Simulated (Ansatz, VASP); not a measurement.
## Cr: VASP beside Ansatz

File INCAR:

```
SYSTEM = Cr
  PREC = Accurate
  ENCUT = 520
  EDIFF = 1E-6
  ISMEAR = -1
  SIGMA = 0.1
  LREAL = .FALSE.
  LASPH = .TRUE.
  NELM = 80
  ALGO = Normal
  ISIF = 2
  LWAVE = .FALSE.
  LCHARG = .FALSE.
  GGA = RE
  NBANDS = 25
```

Contents of KPOINTS:

```
Automatic mesh
0
G
  10 10 15
  0 0 0
```

POSCAR

```
Cr
1.0
    4.4176642612      0.0000000000      0.0000000000
   -2.2088321306      3.8258094756      0.0000000000
    0.0000000000      0.0000000000      2.3928101184
Cr
3
Direct
    0.0000000000      1.0000000000      0.0000000000
    0.3333333333      0.6666666667      0.5000000000
    0.6666666667      0.3333333333      0.5000000000
```

Input for Ansatz:

```yaml
crystal:
  lattice:
    - [4.4176642612, 0.0, 0.0]
    - [-2.2088321306, 3.8258094756, 0.0]
    - [0.0, 0.0, 2.3928101184]
  atoms:
    - { symbol: Cr, position: [0.0, 1.0, 0.0] }
    - { symbol: Cr, position: [0.3333333333, 0.6666666667, 0.5] }
    - { symbol: Cr, position: [0.6666666667, 0.3333333333, 0.5] }
hamiltonian:
  xc: revpbe
  pseudopotentials:
    kind: paw
    azcp:
      Cr: "pseudopotentials/Cr.paw.azcp"
basis:
  ecutwfc: 420
  fft_grid_basis: typed
kpoints:
  mp_grid: { grid: [10, 10, 15], shift: [0, 0, 0] }
magnetization:
  spin_polarized: false
scf:
  occupations: { method: fermi_dirac, width: 0.1 }
  lower_state_search: "off"
output:
  stress: true
```

Alike in both runs: task single point; functional revPBE; k mesh 10 × 10 × 15; occupations fermi-dirac, width 0.1 eV; no spin polarisation.

```csv
,VASP,Ansatz
version,VASP 6.6.1,Ansatz 0.2.0
potentials or method,"VASP PAW PBE potentials, release 64 (Cr_pv), cutoff 520 eV","plane waves (420 eV) with PAW, scalar-relativistic"
valence electrons in the cell,36,42
```

```tsv
	VASP	Ansatz	Ansatz less VASP
pressure (GPa)	-20.2	-20.0	+0.24
traceless stress, the component that is largest in VASP (GPa)	-0.76	-0.63	+0.128
```

VASP's potentials were made for PBE, not for revPBE. VASP's potentials hold 36 valence electrons a cell and Ansatz's 42, so a difference there can come from the potentials and not from the codes.
